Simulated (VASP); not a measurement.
Set up this calculation in VASP 6.6.1, as the native input.

```
Task                   : single point
Functional             : PBE
Potentials or basis    : VASP PAW PBE potentials, release 64 (Ga_d, S)
Cutoff                 : 500 eV
k mesh                 : 3 × 3 × 4
Occupations            : gaussian, width 0.15 eV
Spin                   : no spin polarisation
Dipole correction      : no
Further INCAR settings : ALGO = Normal; EDIFF = 1e-06; NBANDS = 23
```

The structure of Ga2S lies in POSCAR:

```
Ga2S
1.0
    4.2011552956      0.0000000000      0.0000000000
    0.0000000000      4.2011552956      0.0000000000
    0.0000000000      0.0000000000      4.8709539811
Ga S
2 1
Direct
    0.0000000000      0.0000000000      0.5000000000
    0.5000000000      0.5000000000      0.0000000000
    0.5000000000      0.5000000000      0.5000000000
```

The cell was generated, and may not be a known phase.

The input as run:

INCAR

```
  ALGO = Normal
  EDIFF = 1E-6
  ENCUT = 500
  GGA = PE
  GGA_COMPAT = F
  ISIF = 2
  ISMEAR = 0
  LASPH = T
  LCHARG = T
  LELF = T
  LREAL = F
  LVHAR = T
  LWAVE = F
  NBANDS = 23
  NELM = 120
  PREC = Accurate
  SIGMA = 0.15
```

KPOINTS

```
k-points
0
Gamma
  3 3 4
```

Potentials or basis: VASP PAW PBE potentials, release 64 (Ga_d, S).

Run with:

```console
$ cat potpaw_PBE.64/Ga_d/POTCAR potpaw_PBE.64/S/POTCAR > POTCAR
$ mpirun -np 1 vasp_std > vasp.out
```

Results of the run:

```
Pressure               : 0.0 GPa
Band gap on the k mesh : zero (bands 16 and 17 overlap by 0.65 eV)
```

Caveat: the k points lie up to 0.50 Å⁻¹ apart, too coarse for converged energies and pressures of a metal.

Wall time 13 s on 1 thread of AMD EPYC 7R13 (shared host), peak memory 0.18 GiB.
